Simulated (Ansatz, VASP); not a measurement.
One calculation of W2S, two programs

```
W S
1.0
     0.00000    2.86197    2.86197
     2.86197    0.00000    2.86197
     2.86197    2.86197    0.00000
W S
2 1
Direct
  0.25000 0.25000 0.25000
  0.75000 0.75000 0.75000
  0.00000 0.00000 0.00000
```

Alike in both runs: functional PBE; k mesh 6 × 6 × 6; occupations gaussian, width 0.1 eV; no spin polarisation.

Ansatz relaxed the structure, and its values are those at the end. VASP's run is a single point on that final structure, the one shown.

```csv
,VASP,Ansatz
version,VASP 6.6.1,Ansatz 0.2.0
potentials or method,"VASP PAW PBE potentials, release 64 (W_sv, S), cutoff 520 eV","scalar-relativistic, plane waves, PAW"
valence electrons in the cell,34,34
```

VASP gave:

| Item | Value |
| --- | --- |
| gap on the k mesh at the Fermi level (eV) | none |
| pressure (GPa) | 0.3 |

Which values does Ansatz return?

gap on the k mesh at the Fermi level (eV): none; pressure (GPa): -0.2.

A gap of «none» marks a metal or a gap that the smearing closes.

Neither program's run includes spin-orbit coupling.
